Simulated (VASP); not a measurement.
Set up this calculation in VASP 6.6.1, as the native input.

```
Task                               : single point
Functional                         : HSE06
Potentials or basis                : VASP PAW PBE potentials, release 64 (Si, C)
Cutoff                             : 520 eV
k mesh                             : 8 × 8 × 8
Occupations                        : gaussian, width 0.01 eV
Spin                               : no spin polarisation
Dipole correction                  : no
Grid for exact exchange (PRECFOCK) : Normal
Further INCAR settings             : ALGO = Normal; EDIFF = 1e-06; NBANDS = 11
Share of exact exchange            : 0.25
Screening parameter                : 0.2079 1/Å
```

The system is SiC.

```
Si C
1.0
     0.00000    2.17805    2.24710
     2.17805    0.00000    2.24710
     2.17805    2.17805    0.00000
Si C
1 1
Direct
  0.00000 0.00000 0.00000
  0.25000 0.25000 0.25000
```

This cell differs from its parent crystal: uniaxial z strain +3.2%.

One way to write it, as run:

POSCAR

```
SiC
1.0
    0.0000000000      2.1780523476      2.2470966071
    2.1780523476      0.0000000000      2.2470966071
    2.1780523476      2.1780523476      0.0000000000
Si C
1 1
Direct
    0.0000000000      0.0000000000      0.0000000000
    0.2500000000      0.2500000000      0.2500000000
```

INCAR.step1

```
SYSTEM = SiC
PREC     = Accurate       ! precision mode
ENCUT    = 520            ! plane-wave cutoff, eV
EDIFF    = 1E-5           ! SCF threshold, eV
ISMEAR   = 0              ! smearing method
SIGMA    = 0.01           ! smearing width, eV
LREAL    = .FALSE.        ! projectors in reciprocal space
LASPH    = .TRUE.         ! aspherical terms in the spheres
NELM     = 80             ! most SCF steps
ALGO     = Normal         ! electronic algorithm
ISIF     = 2              ! what is computed and relaxed
LWAVE    = .TRUE.         ! write WAVECAR
LCHARG   = .FALSE.        ! write CHGCAR
GGA      = PE             ! functional
NBANDS   = 11             ! bands
```

INCAR.step2

```
SYSTEM = SiC
PREC     = Accurate       ! precision mode
ENCUT    = 520            ! plane-wave cutoff, eV
EDIFF    = 1E-6           ! SCF threshold, eV
ISMEAR   = 0              ! smearing method
SIGMA    = 0.01           ! smearing width, eV
LREAL    = .FALSE.        ! projectors in reciprocal space
LASPH    = .TRUE.         ! aspherical terms in the spheres
NELM     = 80             ! most SCF steps
ALGO     = Normal         ! electronic algorithm
ISIF     = 2              ! what is computed and relaxed
LWAVE    = .FALSE.        ! write WAVECAR
LCHARG   = .FALSE.        ! write CHGCAR
GGA      = PE             ! functional
LHFCALC  = .TRUE.         ! exact exchange
HFSCREEN = 0.2079         ! screening, 1/A
PRECFOCK = Normal       
ISTART   = 1            
NBANDS   = 11             ! bands
```

KPOINTS

```
Automatic mesh
0
G
  8 8 8
  0 0 0
```

Potentials or basis: VASP PAW PBE potentials, release 64 (Si, C).

Run with:

```bash
$ cat potpaw_PBE.64/Si/POTCAR potpaw_PBE.64/C/POTCAR > POTCAR
$ cp INCAR.step1 INCAR
$ mpirun -np 1 vasp_std > vasp.out
$ cp INCAR.step2 INCAR
$ mpirun -np 1 vasp_std > vasp.out
```

Results of the run:

| Property | Result |
| --- | --- |
| Pressure | -8.2 GPa |
| Band gap on the k mesh | 2.08 eV (least direct gap 5.65 eV) |

Caveat: the cell differs from its parent crystal (uniaxial z strain +3.2%); the stress differs along the axes, from -14 to -5 GPa; the PAW data sets were made with another functional, which shifts forces and pressure a little.

It took 45 min on 1 thread of Intel(R) Xeon(R) Platinum 8259CL CPU @ 2.50GHz (Skylake/Cascade Lake), with other jobs on the host, peak memory 0.26 GiB.
